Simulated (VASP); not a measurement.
**Na7Ta: single point with PBE**

The system is Na7Ta.

```
CELL_PARAMETERS angstrom
8.86730 0.00000 0.00000
0.00000 8.86730 0.00000
0.00000 0.00000 3.07601
ATOMIC_POSITIONS crystal
Na 0.76796 0.76796 0.50000
Na 0.50000 0.50000 0.00000
Na 0.23204 0.23204 0.50000
Na 0.50000 0.00000 0.00000
Na 0.23204 0.76796 0.50000
Na 0.00000 0.50000 0.00000
Na 0.76796 0.23204 0.50000
Ta 0.00000 0.00000 0.00000
```

* Program: VASP 6.6.1
* Task: single point
* Functional: PBE
* Potentials or basis: VASP PAW PBE potentials, release 64 (Na_pv, Ta_pv)
* Cutoff: 520 eV
* k mesh: 6 × 6 × 8
* Occupations: gaussian, width 0.1 eV
* Spin: no spin polarisation

- Pressure: 0.0 GPa
- Band gap on the k mesh: zero (bands 30 and 31 overlap by 1.90 eV)

Levels at points of the mesh, in eV from the Fermi level:
```tsv
k point	band 28	band 29	band 30	band 31	band 32	band 33	band 34	band 35
(0.00, 0.00, 0.00)	-1.71	-1.71	-1.02	-0.82	-0.07	-0.07	0.27	0.42
(0.50, 0.00, 0.00)	-1.40	-1.33	-1.21	-1.03	-0.23	0.01	0.55	1.50
(0.50, 0.50, 0.00)	-2.58	-1.34	-0.70	-0.41	0.72	0.72	0.93	1.35
(0.00, 0.00, 0.50)	0.22	0.46	0.61	1.41	1.64	1.77	1.79	1.79
(0.50, 0.00, 0.50)	0.44	0.56	0.66	0.81	1.02	2.00	2.09	2.24
(0.50, 0.50, 0.50)	0.38	0.71	0.87	1.17	1.17	1.30	1.53	1.53
```

Run time: 16 min on 1 thread of Intel Xeon 8259CL (shared host), peak memory 0.58 GiB.

Caveat: spin-orbit coupling is left out, which moves the levels of the heavy elements.
